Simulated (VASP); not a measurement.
Wanted: the native input for a VASP 6.6.1 run.

```
Task                   : single point
Functional             : LDA
Potentials or basis    : VASP PAW LDA potentials, release 64 (N)
Cutoff                 : 520 eV
k mesh                 : 8 × 8 × 4
Occupations            : methfessel-paxton, width 0.02 eV
Spin                   : no spin polarisation
Dipole correction      : no
Further INCAR settings : ALGO = Normal; EDIFF = 1e-06; NBANDS = 12
```

The structure of N lies in POSCAR:

```
N
1.0
    2.5360000000      0.0000000000      0.0000000000
   -1.2680000000      2.1962400000      0.0000000000
    0.0000000000      0.0000000000      4.1990000000
N
2
Direct
    0.6666666667      0.3333333333      0.3750000000
    0.3333333333      0.6666666667      0.8750000000
```

The input as run:

INCAR

```
SYSTEM = N
  PREC = Accurate
  ENCUT = 520
  EDIFF = 1E-6
  ISMEAR = 1
  SIGMA = 0.02
  LREAL = .False.
  LASPH = .True.
  NELM = 80
  ALGO = Normal
  ISIF = 2
  LWAVE = .False.
  LCHARG = .True.
  GGA = CA
  LELF = .True.
  LVHAR = .True.
  NBANDS = 12
```

KPOINTS

```
regular mesh
0
Gamma
  8 8 4
  0 0 0
```

Potentials or basis: VASP PAW LDA potentials, release 64 (N).

Command:

```sh
$ cat potpaw_LDA.64/N/POTCAR > POTCAR
$ mpirun -np 1 vasp_std > vasp.out
```

Results of the run:

- Pressure: -39.2 GPa
- Band gap on the k mesh: zero (band 5 reaches 2.37 eV, above the bottom of band 6 at -1.25 eV)

Caveat: the k points lie up to 0.37 Å⁻¹ apart.

It took 7.6 s on 1 thread of Intel Xeon 8259CL (shared host), peak memory 0.12 GiB.
